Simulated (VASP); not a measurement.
# Cs (Im-3m) in VASP: further runs, part 2 of 2

VASP 6.6.1. The steps go on from the part before.

## Step 3: Single point, LDA

This run uses another cell than the first one, of 115.13 Å³/atom, 0.940 times its volume.

INCAR reads:

```
SYSTEM = Cs
PREC     = Accurate       ! precision mode
ENCUT    = 500            ! plane-wave cutoff, eV
EDIFF    = 1E-6           ! SCF threshold, eV
ISMEAR   = -1             ! smearing method
SIGMA    = 0.05           ! smearing width, eV
LREAL    = .False.        ! projectors in reciprocal space
LASPH    = .True.         ! aspherical terms in the spheres
NELM     = 120            ! most SCF steps
ALGO     = Normal         ! electronic algorithm
ISIF     = 2              ! what is computed and relaxed
LWAVE    = .False.        ! write WAVECAR
LCHARG   = .True.         ! write CHGCAR
LELF     = .True.         ! ELF
LVHAR    = .True.       
NBANDS   = 10             ! bands
GGA_COMPAT= .False.
```

KPOINTS reads:

```
Automatic mesh
0
Gamma
  6 6 6
  0 0 0
```

POSCAR reads:

```
Cs
1.0
   -3.0646009157      3.0646009157      3.0646009157
    3.0646009157     -3.0646009157      3.0646009157
    3.0646009157      3.0646009157     -3.0646009157
Cs
1
Direct
    0.0000000000      0.0000000000      0.0000000000
```

Potentials or basis: VASP PAW LDA potentials, release 64 (Cs_sv).

The run is started by

```console
$ cat potpaw_LDA.64/Cs_sv/POTCAR > POTCAR
$ mpirun -np 1 vasp_std > vasp.out
```

OUTCAR:

```text
SYSTEM = Cs
   PREC = Accurate
   ENCUT = 500
   EDIFF = 1E-6
   ISMEAR = -1
   LREAL = .False.
   LASPH = .True.
   NELM = 120
   ISIF = 2

 ion  position               nearest neighbor table
   1  0.000  0.000  0.000-

  LATTYP: Found a body centered cubic cell.
 ALAT       =     6.1292018314

  Lattice vectors:

 A1 = (  -3.0646009157,   3.0646009157,   3.0646009157)
 A2 = (   3.0646009157,  -3.0646009157,   3.0646009157)
 A3 = (   3.0646009157,   3.0646009157,  -3.0646009157)

Analysis of symmetry for initial positions (statically):
=====================================================================
 Subroutine PRICEL returns:
 Original cell was already a primitive cell.

 Routine SETGRP: Setting up the symmetry group for a
 body centered cubic supercell.

 Subroutine GETGRP returns: Found 48 space group operations
 (whereof 48 operations were pure point group operations)
 out of a pool of 48 trial point group operations.

The static configuration has the point symmetry O_h .

Analysis of symmetry for dynamics (positions and initial velocities):
=====================================================================
 Subroutine PRICEL returns:
 Original cell was already a primitive cell.

 Routine SETGRP: Setting up the symmetry group for a
 body centered cubic supercell.

 Subroutine GETGRP returns: Found 48 space group operations
 (whereof 48 operations were pure point group operations)
 out of a pool of 48 trial point group operations.

The dynamic configuration has the point symmetry O_h .

 Subroutine INISYM returns: Found 48 space group operations
 (whereof 48 operations are pure point group operations),
 and found     1 'primitive' translations

----------------------------------------------------------------------------------------
[... 102 lines left out ...]
     AMIX_MAG =   1.60;   BMIX_MAG =  1.00
  volume/ion in A,a.u.               =     115.13       776.92
  Fermi-wavevector in a.u.,A,eV,Ry     =   0.699995  1.322799  6.666764  0.489993
  Thomas-Fermi vector in A             =   1.784027
   LORBIT       =      0    0 simple, 1 ext, 2 COOP (PROOUT), +10 PAW based schemes
   GGA     = CA    functional components
   LHFCALC =     F    Hartree Fock is set to
   AEXX    =    0.0000 exact exchange contribution
   IVDW    =     0    specifies the selected vdW correction
   LEPSILON=     F    determine dielectric tensor
   LRPA    =     F    only Hartree local field effects (RPA)
 non-spin polarized calculation
  energy-cutoff  :      500.00
  volume of cell :      115.13
 maximum number of plane-waves:      2948
   NGX = 19   NGY = 19   NGZ = 19

 number of electron       9.0000001 magnetization

 Free energy of the ion-electron system (eV)
  ---------------------------------------------------
  ext. energy  EPLUGINS =         0.00000000
  ---------------------------------------------------
  free energy    TOTEN  =        -0.96668373 eV

  energy without entropy =       -0.94828172  energy(sigma->0) =       -0.95748273

 E-fermi :   0.2860     XC(G=0):  -5.5404

 val. band max:        0.1799430153   @ k =   0.1667   0.1667   0.1667
 cond. band min:       0.2986325476   @ k =   0.5000   0.0000   0.0000
 fundamental gap:      0.1186895323
 Fermi energy:         0.2860483031

 k-point     1 :       0.0000    0.0000    0.0000
  band No.  band energies     occupation
      1     -23.5408      2.00000
      2     -10.2762      2.00000
      3     -10.2762      2.00000
      4     -10.2762      2.00000
      5      -1.3991      2.00000
      6       2.7006      0.00000
      7       2.7006      0.00000
      8       2.7006      0.00000
      9       3.5936      0.00000
     10       3.5936      0.00000
[... 183 lines left out ...]
 k-point    16 :       0.5000    0.5000    0.5000
  band No.  band energies     occupation
      1     -23.5286      2.00000
      2     -10.3768      2.00000
      3     -10.3768      2.00000
      4     -10.3768      2.00000
      5       0.9552      0.00000
      6       0.9552      0.00000
      7       3.2959      0.00000
      8       3.2959      0.00000
      9       3.2959      0.00000
     10       4.5890      0.00000

------------------------ aborting loop because EDIFF is reached ----------------------------------------

  FORCE on cell =-STRESS in cart. coord.  units (eV):
  Direction    XX          YY          ZZ          XY          YZ          ZX
  --------------------------------------------------------------------------------------
  -------------------------------------------------------------------------------------
  Total       -0.2440694     -0.2440694     -0.2440694      0.0000000      0.0000000     -0.0000000
  in kB       -3.3965820     -3.3965820     -3.3965820      0.0000000      0.0000000     -0.0000000
  external PRESSURE =      -3.3965820 kB  Pullay stress =       0.0000000 kB

 VOLUME and BASIS-vectors are now :
 -----------------------------------------------------------------------------
  energy-cutoff  :      500.00
  volume of cell :      115.13
      direct lattice vectors                 reciprocal lattice vectors
    -3.064600916  3.064600916  3.064600916     0.000000000  0.163153381  0.163153381
     3.064600916 -3.064600916  3.064600916     0.163153381  0.000000000  0.163153381
     3.064600916  3.064600916 -3.064600916     0.163153381  0.163153381  0.000000000

 POSITION                                       TOTAL-FORCE (eV/Angst)
 -----------------------------------------------------------------------------------
      0.00000      0.00000      0.00000         0.000000      0.000000      0.000000
 -----------------------------------------------------------------------------------
    total drift:                               -0.000000      0.000000      0.000000

  FREE ENERGIE OF THE ION-ELECTRON SYSTEM (eV)
  ---------------------------------------------------
  free  energy   TOTEN  =        -0.9666837306 eV

  energy  without entropy=       -0.9482817232  energy(sigma->0) =       -0.95748273
```

It took 30 s on 1 thread of AMD EPYC 7R13, shared host; peak memory 0.15 GiB.

Results:

* Free energy: -0.9667 eV
* Pressure: -0.3 GPa

Levels at points of the mesh, in eV from the Fermi level:
```
           k point  band 1  band 2  band 3  band 4  band 5  band 6  band 7  band 8
(0.00, 0.00, 0.00)  -23.83  -10.56  -10.56  -10.56   -1.69    2.41    2.41    2.41
(0.50, 0.00, 0.00)  -23.82  -10.70  -10.61  -10.56    0.01    0.93    1.60    3.11
(0.50, 0.50, 0.50)  -23.81  -10.66  -10.66  -10.66    0.67    0.67    3.01    3.01
```

Caveat: spin-orbit coupling is left out, which moves the levels of the heavy elements.

## Step 4: Single point, LDA

This run uses another cell than the first one, of 117.58 Å³/atom, 0.960 times its volume.

INCAR reads:

```
SYSTEM = Cs
ALGO = Normal
EDIFF = 1E-6
ENCUT = 500
GGA = CA
GGA_COMPAT = .False.
ISIF = 2
ISMEAR = -1
LASPH = .True.
LCHARG = .True.
LELF = .True.
LREAL = .False.
LVHAR = .True.
LWAVE = .False.
NBANDS = 10
NELM = 120
PREC = Accurate
SIGMA = 0.05
```

KPOINTS reads:

```
k-points
0
Gamma
  6 6 6
  0 0 0
```

POSCAR reads:

```
Cs
1.0
   -3.0861833234      3.0861833234      3.0861833234
    3.0861833234     -3.0861833234      3.0861833234
    3.0861833234      3.0861833234     -3.0861833234
Cs
1
Direct
    0.0000000000      0.0000000000      0.0000000000
```

The run is started by

```console
$ cat potpaw_LDA.64/Cs_sv/POTCAR > POTCAR
$ mpirun -np 1 vasp_std > vasp.out
```

Wall time 31 s (1 thread of AMD EPYC 7R13, shared host); peak memory 0.15 GiB.

Results (log left out):

```yaml
Free_energy: -0.9615 eV
Pressure: -0.4 GPa
```

Levels at points of the mesh, in eV from the Fermi level:
```
           k point  band 1  band 2  band 3  band 4  band 5  band 6  band 7  band 8
(0.00, 0.00, 0.00)  -23.84  -10.58  -10.58  -10.58   -1.66    2.40    2.40    2.40
(0.50, 0.00, 0.00)  -23.83  -10.71  -10.62  -10.58    0.02    0.91    1.60    3.07
(0.50, 0.50, 0.50)  -23.83  -10.67  -10.67  -10.67    0.69    0.69    2.96    2.96
```

Caveat: spin-orbit coupling is left out, which moves the levels of the heavy elements.

## Step 5: Single point, LDA

INCAR reads:

```
SYSTEM = Cs
PREC = Accurate
ENCUT = 500
EDIFF = 1E-6
ISMEAR = -1
SIGMA = 0.05
LREAL = .FALSE.
LASPH = .TRUE.
NELM = 120
ALGO = Normal
ISIF = 2
LWAVE = .FALSE.
LCHARG = .TRUE.
LELF = .TRUE.
LVHAR = .TRUE.
NBANDS = 10
GGA_COMPAT = .FALSE.
```

KPOINTS reads:

```
regular mesh
0
G
  6 6 6
  0 0 0
```

POSCAR reads:

```
Cs
1.0
   -3.1284650614      3.1284650614      3.1284650614
    3.1284650614     -3.1284650614      3.1284650614
    3.1284650614      3.1284650614     -3.1284650614
Cs
1
Direct
    0.0000000000      0.0000000000      0.0000000000
```

The run is started by

```console
$ cat potpaw_LDA.64/Cs_sv/POTCAR > POTCAR
$ mpirun -np 1 vasp_std > vasp.out
```

It took 30 s on 1 thread of AMD EPYC 7R13, shared host; peak memory 0.15 GiB.

It converged, with:

```
Free energy : -0.9501 eV
Pressure    : -0.4 GPa
```

Levels at points of the mesh, in eV from the Fermi level:
```tsv
k point	band 1	band 2	band 3	band 4	band 5	band 6	band 7	band 8	band 9
(0.00, 0.00, 0.00)	-23.87	-10.61	-10.61	-10.61	-1.62	2.37	2.37	2.37	3.22
(0.50, 0.00, 0.00)	-23.86	-10.73	-10.65	-10.61	0.03	0.87	1.60	3.00	3.61
(0.50, 0.50, 0.50)	-23.86	-10.69	-10.69	-10.69	0.72	0.72	2.86	2.86	2.86
```

Caveat: spin-orbit coupling is left out, which moves the levels of the heavy elements.

## Step 6: The runs side by side

| cell | cutoff (eV) | gap on the mesh (eV) | pressure (GPa) |
| --- | --- | --- | --- |
| a = 5.419 Å, angles 109.5°, 1 atom | 520 | none | -0.4 |
| a = 5.308 Å, angles 109.5°, 1 atom | 500 | none | -0.3 |
| a = 5.345 Å, angles 109.5°, 1 atom | 500 | none | -0.4 |
| a = 5.419 Å, angles 109.5°, 1 atom | 500 | none | -0.4 |

Alike in all rows: task single point; level LDA; potentials or basis VASP PAW LDA potentials, release 64 (Cs_sv); no spin polarisation; k mesh 6 × 6 × 6; smearing fermi-dirac 0.05 eV.

Caveats: spin-orbit coupling is left out, which moves the levels of the heavy elements.

Total energies depend on the potentials used, so only differences within one code and one set of settings carry meaning.
